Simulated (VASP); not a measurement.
# TiB2 (P6/mmm) in VASP: a series of runs, part 2 of 2

VASP 6.6.1.

## Step 3: Relaxation of cell and atoms, PBEsol

This run uses another cell than the first one, of 8.55 Å³/atom, 1.022 times its volume.

INCAR

```
SYSTEM = TiB2
ALGO = Normal ; EDIFF = 1E-6
EDIFFG = -0.005 ; ENCUT = 600
GGA = PS ; IBRION = 2
ISIF = 3 ; ISMEAR = 0
LASPH = .True. ; LCHARG = .False.
LREAL = .False. ; LWAVE = .False.
NELM = 100 ; NSW = 100
PREC = Accurate ; SIGMA = 0.1
```

KPOINTS

```
k-points
0
Gamma
  15 15 14
  0 0 0
```

POSCAR

```
TiB2
1.0
    3.0292000000      0.0000000000      0.0000000000
   -1.5146000000      2.6233641531      0.0000000000
    0.0000000000      0.0000000000      3.2284000000
Ti B
1 2
Direct
    0.0000000000      0.0000000000      0.0000000000
    0.3333333333      0.6666666667      0.5000000000
    0.6666666667      0.3333333333      0.5000000000
```

Potentials or basis: VASP PAW PBE potentials, release 64 (Ti_sv, B).

Run with:

```console
$ cat potpaw_PBE.64/Ti_sv/POTCAR potpaw_PBE.64/B/POTCAR > POTCAR
$ mpirun -np 1 vasp_std > vasp.out
```

OUTCAR:

```text
SYSTEM = TiB2
   EDIFF = 1E-6
   EDIFFG = -0.005
   ENCUT = 600
   GGA = PS
   IBRION = 2
   ISIF = 3
   ISMEAR = 0
   LASPH = .True.
   LREAL = .False.
   NELM = 100
   NSW = 100
   PREC = Accurate

 ion  position               nearest neighbor table
   1  0.000  0.000  0.000-   2 2.38   3 2.38   2 2.38   3 2.38   2 2.38   2 2.38   3 2.38   3 2.38
                             3 2.38   3 2.38   2 2.38   2 2.38
   2  0.333  0.667  0.500-   3 1.75   3 1.75   3 1.75   1 2.38   1 2.38   1 2.38   1 2.38   1 2.38
                             1 2.38
   3  0.667  0.333  0.500-   2 1.75   2 1.75   2 1.75   1 2.38   1 2.38   1 2.38   1 2.38   1 2.38
                             1 2.38

  LATTYP: Found a hexagonal cell.
 ALAT       =     3.0292000000
 C/A-ratio  =     1.0657599366

  Lattice vectors:

 A1 = (   3.0292000000,   0.0000000000,   0.0000000000)
 A2 = (  -1.5146000000,   2.6233641531,   0.0000000000)
 A3 = (   0.0000000000,   0.0000000000,   3.2284000000)

Analysis of symmetry for initial positions (statically):
=====================================================================
 Subroutine PRICEL returns:
 Original cell was already a primitive cell.

 Routine SETGRP: Setting up the symmetry group for a
 hexagonal supercell.

 Subroutine GETGRP returns: Found 24 space group operations
 (whereof 24 operations were pure point group operations)
 out of a pool of 24 trial point group operations.

The static configuration has the point symmetry D_6h.

Analysis of symmetry for dynamics (positions and initial velocities):
=====================================================================
[... 159 lines left out ...]
  free energy    TOTEN  =       -25.78604572 eV

  energy without entropy =      -25.78417157  energy(sigma->0) =      -25.78510865

 E-fermi :   9.9272     XC(G=0): -12.8720

 val. band max:        9.9264960460   @ k =   0.2000   0.2000   0.1429
 cond. band min:       9.9319624072   @ k =   0.0667   0.0667   0.2857
 fundamental gap:      0.0054663612
 Fermi energy:         9.9271651897

 k-point     1 :       0.0000    0.0000    0.0000
  band No.  band energies     occupation
      1     -46.7945      2.00000
      2     -23.2568      2.00000
      3     -22.9325      2.00000
      4     -22.9325      2.00000
      5      -3.5630      2.00000
      6       7.3134      2.00000
      7       7.3134      2.00000
      8       7.6005      2.00000
      9       7.7570      2.00000
     10      11.7989      0.00000
     11      11.7989      0.00000
     12      13.5880      0.00000
     13      13.5880      0.00000
[... 478 lines left out ...]
--------------------------------------- Ionic step        4  -------------------------------------------

 number of electron      18.0000004 magnetization

 Free energy of the ion-electron system (eV)
  ---------------------------------------------------
  ext. energy  EPLUGINS =         0.00000000
  ---------------------------------------------------
  free energy    TOTEN  =       -25.79550299 eV

  energy without entropy =      -25.79365968  energy(sigma->0) =      -25.79458133

 E-fermi :  10.1483     XC(G=0): -12.9718

 val. band max:       10.1475041166   @ k =   0.2000   0.2000   0.1429
 cond. band min:      10.1566786031   @ k =   0.0000   0.0000   0.3571
 fundamental gap:      0.0091744865
 Fermi energy:        10.1483385728

 k-point     1 :       0.0000    0.0000    0.0000
  band No.  band energies     occupation
      1     -46.5060      2.00000
      2     -22.9651      2.00000
      3     -22.6446      2.00000
      4     -22.6446      2.00000
      5      -3.4362      2.00000
      6       7.4256      2.00000
      7       7.4256      2.00000
      8       7.9357      2.00000
      9       7.9582      2.00000
     10      12.0897      0.00000
     11      12.0897      0.00000
     12      13.9723      0.00000
     13      13.9723      0.00000
[... 398 lines left out ...]
  FREE ENERGIE OF THE ION-ELECTRON SYSTEM (eV)
  ---------------------------------------------------
  free  energy   TOTEN  =       -25.7955029861 eV

  energy  without entropy=      -25.7936596837  energy(sigma->0) =      -25.79458133

 reached required accuracy - stopping structural energy minimisation
```

OSZICAR:

```text
N       E                     dE             d eps       ncg     rms          rms(c)
DAV:   1     0.135513207976E+03    0.13551E+03   -0.10241E+04  5616   0.176E+03
DAV:   2    -0.200804836267E+02   -0.15559E+03   -0.15156E+03  5741   0.417E+02
DAV:   3    -0.304929534332E+02   -0.10412E+02   -0.10249E+02  8245   0.986E+01
[... 36 lines left out ...]
DAV:   2    -0.257960569327E+02    0.12154E-02   -0.59445E-03  5901   0.892E-01    0.177E-01
DAV:   3    -0.257955938683E+02    0.46306E-03   -0.54417E-04  6668   0.319E-01    0.694E-02
DAV:   4    -0.257955047088E+02    0.89160E-04   -0.17050E-04  6922   0.159E-01    0.843E-03
DAV:   5    -0.257955032621E+02    0.14467E-05   -0.15247E-05  6157   0.466E-02    0.440E-03
DAV:   6    -0.257955029861E+02    0.27601E-06   -0.80160E-07  3730   0.121E-02
   4 F= -.25795503E+02 E0= -.25794581E+02  d E =-.739272E-03
```

CONTCAR:

```text
TiB2
   1.00000000000000
     3.0190538648912821   -0.0000000000000000    0.0000000000000000
    -1.5095269324456411    2.6145773423460654   -0.0000000000000000
     0.0000000000000000   -0.0000000000000000    3.1850881471499384
  Ti              B
     1     2
Direct
     1.0000000000000000    1.0000000000000000    0.0000000000000000
     0.3333333332999970    0.6666666667000030    0.5000000000000000
     0.6666666667000030    0.3333333332999970    0.5000000000000000

  0.00000000E+00  0.00000000E+00  0.00000000E+00
  0.00000000E+00  0.00000000E+00  0.00000000E+00
  0.00000000E+00  0.00000000E+00  0.00000000E+00
```

Wall time 96 s (1 thread of Intel Xeon Platinum 8488C (Sapphire Rapids), shared host); peak memory 0.23 GiB.

What came out:

```
Free energy                            : -25.7955 eV
Relaxed volume                         : 8.38 Å³/atom
Relaxed cell                           : a = 3.019 Å, b = 3.019 Å, c = 3.185 Å, α = 90.00°, β = 90.00°, γ = 120.00°
Space group after relaxing (to 0.05 Å) : P6/mmm (No. 191)
Energy gained by relaxing              : 3.2 meV/atom
Ionic steps                            : 4
Pressure after relaxing                : 0.0 GPa
Band gap on the k mesh                 : zero (band 9 reaches 10.50 eV, above the bottom of band 10 at 9.87 eV)
```

Step by step:
```
step  energy change (eV)  largest force (eV/Å)  pressure (GPa)  volume (Å³)
   1              0.0000                0.0000           -4.83        25.66
   2             -0.0027                0.0000            4.89        24.71
   3             -0.0087                0.0000            0.33        25.13
   4             -0.0095                0.0000            0.01        25.14
```

Final structure:
```yaml
crystal:
  lattice:
    - [3.01905, 0.00000, 0.00000]
    - [-1.50953, 2.61458, 0.00000]
    - [0.00000, 0.00000, 3.18509]
  atoms:
    - { symbol: Ti, position: [0.00000, 0.00000, 0.00000] }
    - { symbol: B, position: [0.33333, 0.66667, 0.50000] }
    - { symbol: B, position: [0.66667, 0.33333, 0.50000] }
```

Caveat: the PAW data sets were made with another functional, which shifts forces and pressure a little.

## Step 4: Single point, PBEsol

INCAR

```
PREC = Accurate
ENCUT = 520
EDIFF = 1E-6
ISMEAR = -1
SIGMA = 0.15
LREAL = F
LASPH = T
NELM = 100
ALGO = Normal
ISIF = 2
LWAVE = F
LCHARG = F
GGA = PS
NBANDS = 16
```

KPOINTS

```
regular mesh
0
Gamma
  15 15 14
```

POSCAR

```
TiB2
1.0
    3.0179700781      0.0000000000      0.0000000000
   -1.5089850391      2.6136387555      0.0000000000
    0.0000000000      0.0000000000      3.1849954425
Ti B
1 2
Direct
    0.0000000000      0.0000000000      0.0000000000
    0.3333333333      0.6666666667      0.5000000000
    0.6666666667      0.3333333333      0.5000000000
```

Run with:

```console
$ cat potpaw_PBE.64/Ti_sv/POTCAR potpaw_PBE.64/B/POTCAR > POTCAR
$ mpirun -np 1 vasp_std > vasp.out
```

It took 31 s on 1 thread of Intel Xeon Platinum 8488C (Sapphire Rapids), shared host; peak memory 0.2 GiB.

The run converged. Its results:

```yaml
Free_energy: -25.8061 eV
Pressure: 0.4 GPa
Band_gap_on_the_k_mesh: zero (band 9 reaches 10.51 eV, above the bottom of band 10 at 9.88 eV)
```

Stress tensor (GPa, compression positive):
```
0.46 0.00 0.00
0.00 0.46 0.00
0.00 0.00 0.34
```

Levels at points of the mesh, in eV from the Fermi level:
| k point | band 6 | band 7 | band 8 | band 9 | band 10 | band 11 | band 12 | band 13 |
| --- | --- | --- | --- | --- | --- | --- | --- | --- |
| (0.00, 0.00, 0.00) | -2.69 | -2.69 | -2.18 | -2.16 | 1.98 | 1.98 | 3.86 | 3.86 |
| (0.00, 0.00, 0.50) | -7.68 | -0.54 | -0.54 | -0.24 | -0.24 | 0.46 | 0.46 | 1.82 |

Caveat: the PAW data sets were made with another functional, which shifts forces and pressure a little.

## Step 5: Relaxation of cell and atoms, PBEsol

INCAR

```
PREC = Accurate ; ENCUT = 600
EDIFF = 1E-6 ; ISMEAR = -1
SIGMA = 0.15 ; LREAL = F
LASPH = T ; NELM = 100
ALGO = Normal ; ISIF = 3
LWAVE = F ; LCHARG = F
GGA = PS ; IBRION = 2
NSW = 80 ; EDIFFG = -0.001
```

KPOINTS is that of step 4.

POSCAR

```
TiB2
1.0
    3.0175895913      0.0000000000      0.0000000000
   -1.5087947957      2.6133092443      0.0000000000
    0.0000000000      0.0000000000      3.1847627081
Ti B
1 2
Direct
    0.0000000000      0.0000000000      0.0000000000
    0.3333333333      0.6666666667      0.5000000000
    0.6666666667      0.3333333333      0.5000000000
```

Run with:

```console
$ cat potpaw_PBE.64/Ti_sv/POTCAR potpaw_PBE.64/B/POTCAR > POTCAR
$ mpirun -np 1 vasp_std > vasp.out
```

It took 60 s on 1 thread of Intel Xeon Platinum 8488C (Sapphire Rapids), shared host; peak memory 0.22 GiB.

The run converged. Its results:

```yaml
Free_energy: -25.8081 eV
Relaxed_volume: 8.38 Å³/atom
Relaxed_cell: a = 3.019 Å, b = 3.019 Å, c = 3.186 Å, α = 90.00°, β = 90.00°, γ = 120.00°
Space_group_after_relaxing_to_0.05_Å: P6/mmm (No. 191)
Energy_gained_by_relaxing: 0.0 meV/atom
Ionic_steps: 3
Pressure_after_relaxing: 0.0 GPa
Band_gap_on_the_k_mesh: zero (band 9 reaches 10.50 eV, above the bottom of band 10 at 9.87 eV)
```

Final structure:
```yaml
crystal:
  lattice:
    - [3.01930, 0.00000, 0.00000]
    - [-1.50965, 2.61479, 0.00000]
    - [0.00000, 0.00000, 3.18595]
  atoms:
    - { symbol: Ti, position: [0.00000, 0.00000, 0.00000] }
    - { symbol: B, position: [0.33333, 0.66667, 0.50000] }
    - { symbol: B, position: [0.66667, 0.33333, 0.50000] }
```

Levels at points of the mesh, in eV from the Fermi level:
```tsv
k point	band 7	band 8	band 9	band 10	band 11	band 12
(0.00, 0.00, 0.00)	-2.69	-2.18	-2.16	1.97	1.97	3.85
(0.00, 0.00, 0.50)	-0.54	-0.54	-0.24	-0.24	0.46	0.46
```

Caveat: the PAW data sets were made with another functional, which shifts forces and pressure a little.

## Step 6: Single point, PBEsol

This run uses another cell than the first one, of 8.55 Å³/atom, 1.022 times its volume.

INCAR

```
SYSTEM = TiB2
PREC = Accurate
ENCUT = 520
EDIFF = 1E-6
ISMEAR = 0
SIGMA = 0.1
LREAL = .FALSE.
LASPH = .TRUE.
NELM = 60
ALGO = Normal
ISIF = 2
LWAVE = .FALSE.
LCHARG = .FALSE.
GGA = PS
NBANDS = 16
```

KPOINTS

```
regular mesh
0
G
  6 6 6
  0 0 0
```

POSCAR

```
TiB2
1.0
    3.0292000000      0.0000000000      0.0000000000
   -1.5146000000      2.6233641531      0.0000000000
    0.0000000000      0.0000000000      3.2284000000
Ti B
1 2
Direct
    0.0000000000      0.0000000000      0.0000000000
    0.3333333333      0.6666666667      0.5000000000
    0.6666666667      0.3333333333      0.5000000000
```

Potentials or basis: VASP PAW PBE potentials, release 64 (Ti_sv, B).

Run with:

```console
$ cat potpaw_PBE.64/Ti_sv/POTCAR potpaw_PBE.64/B/POTCAR > POTCAR
$ mpirun -np 1 vasp_std > vasp.out
```

Run time: 15 s. Hardware: 1 thread of AMD EPYC 7R13, shared host; peak memory 0.11 GiB.

The run converged. Its results:

```
Free energy            : -25.7406 eV
Pressure               : -4.5 GPa
Band gap on the k mesh : zero (band 9 reaches 10.08 eV, above the bottom of band 10 at 9.68 eV)
```

Stress tensor (GPa, compression positive):
```
-2.97  0.00  0.00
 0.00 -2.97  0.00
 0.00  0.00 -7.50
```

Levels at points of the mesh, in eV from the Fermi level:
```
           k point  band 5  band 6  band 7  band 8  band 9  band 10  band 11  band 12  band 13  band 14
(0.00, 0.00, 0.00)  -13.22   -2.34   -2.34   -2.06   -1.91     2.13     2.13     3.94     3.94     6.01
(0.50, 0.00, 0.00)   -9.11   -8.93   -3.00   -2.98   -2.04     1.57     3.02     3.48     3.63     7.68
(0.00, 0.00, 0.50)  -11.28   -7.37   -0.28   -0.28    0.05     0.05     0.69     0.69     1.87     6.83
(0.50, 0.00, 0.50)   -9.47   -7.28   -4.39   -3.58   -2.88     2.72     3.20     4.74     4.85     5.62
```

Caveat: the k points lie up to 0.40 Å⁻¹ apart; the PAW data sets were made with another functional, which shifts forces and pressure a little.

## Step 7: The runs side by side

| task | cell | k mesh | cutoff (eV) | smearing | gap on the mesh (eV) | pressure (GPa) | relaxed volume (Å³/atom) |
| --- | --- | --- | --- | --- | --- | --- | --- |
| single point | a = 3.018, b = 3.018, c = 3.185 Å, angles 90.0, 90.0, 120.0°, 3 atoms | 15 × 15 × 14 | 520 | gaussian 0.1 eV | none | 0.3 | - |
| relaxation of cell and atoms | relaxed from a = 3.029, b = 3.029, c = 3.228 Å, angles 90.0, 90.0, 120.0°, 3 atoms | 15 × 15 × 14 | 600 | gaussian 0.1 eV | none | 0.0 | 8.38 |
| single point | a = 3.018, b = 3.018, c = 3.185 Å, angles 90.0, 90.0, 120.0°, 3 atoms | 15 × 15 × 14 | 520 | fermi-dirac 0.15 eV | none | 0.4 | - |
| relaxation of cell and atoms | relaxed from a = 3.018, b = 3.018, c = 3.185 Å, angles 90.0, 90.0, 120.0°, 3 atoms | 15 × 15 × 14 | 600 | fermi-dirac 0.15 eV | none | 0.0 | 8.38 |
| single point | a = 3.029, b = 3.029, c = 3.228 Å, angles 90.0, 90.0, 120.0°, 3 atoms | 6 × 6 × 6 | 520 | gaussian 0.1 eV | none | -4.5 | - |

Alike in all rows: level PBEsol; potentials or basis VASP PAW PBE potentials, release 64 (Ti_sv, B); no spin polarisation.

Caveats: some runs use coarse meshes; the PAW data sets were made with another functional, which shifts forces and pressure a little.

Total energies depend on the potentials used, so only differences within one code and one set of settings carry meaning.
